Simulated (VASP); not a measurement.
Wanted: the native input for a VASP 6.6.1 run.

| Item | Value |
| --- | --- |
| Task | single point |
| Functional | PBE |
| Potentials or basis | VASP PAW PBE potentials, release 64 (Cr_pv) |
| Cutoff | 520 eV |
| k mesh | 26 × 26 × 26 |
| Occupations | gaussian, width 0.15 eV |
| Spin | no spin polarisation |
| Dipole correction | no |
| Further INCAR settings | ALGO = Fast; EDIFF = 1e-07; NBANDS = 12 |

The structure of Cr lies in POSCAR:

```
Cr
1.0
   -1.4186886743      1.4186886743      1.4896231080
    1.4186886743     -1.4186886743      1.4896231080
    1.4186886743      1.4186886743     -1.4896231080
Cr
1
Direct
    0.0000000000      0.0000000000      0.0000000000
```

This cell differs from its parent crystal: ratio of the length along z to the lengths across it x 1.05, volume and fractional coordinates fixed.

The input as run:

INCAR

```
SYSTEM = Cr
PREC     = Accurate       ! precision mode
ENCUT    = 520            ! plane-wave cutoff, eV
EDIFF    = 1E-7           ! SCF threshold, eV
ISMEAR   = 0              ! smearing method
SIGMA    = 0.15           ! smearing width, eV
LREAL    = .FALSE.        ! projectors in reciprocal space
LASPH    = .TRUE.         ! aspherical terms in the spheres
NELM     = 100            ! most SCF steps
ALGO     = Fast           ! electronic algorithm
ISIF     = 2              ! what is computed and relaxed
LWAVE    = .FALSE.        ! write WAVECAR
LCHARG   = .FALSE.        ! write CHGCAR
GGA      = PE             ! functional
NBANDS   = 12             ! bands
```

KPOINTS

```
regular mesh
0
G
  26 26 26
  0 0 0
```

Potentials or basis: VASP PAW PBE potentials, release 64 (Cr_pv).

Command:

```sh
$ cat potpaw_PBE.64/Cr_pv/POTCAR > POTCAR
$ mpirun -np 1 vasp_std > vasp.out
```

Results of the run:

| Quantity | Value |
| --- | --- |
| Pressure | -9.0 GPa |
| Band gap on the k mesh | zero (band 6 reaches 12.71 eV, above the bottom of band 7 at 9.80 eV) |

Caveat: the run has no spin polarisation, though such a crystal can be magnetic.

Run time: 100 s on 1 thread of Intel(R) Xeon(R) Platinum 8488C (Sapphire Rapids) (shared host), peak memory 0.29 GiB.
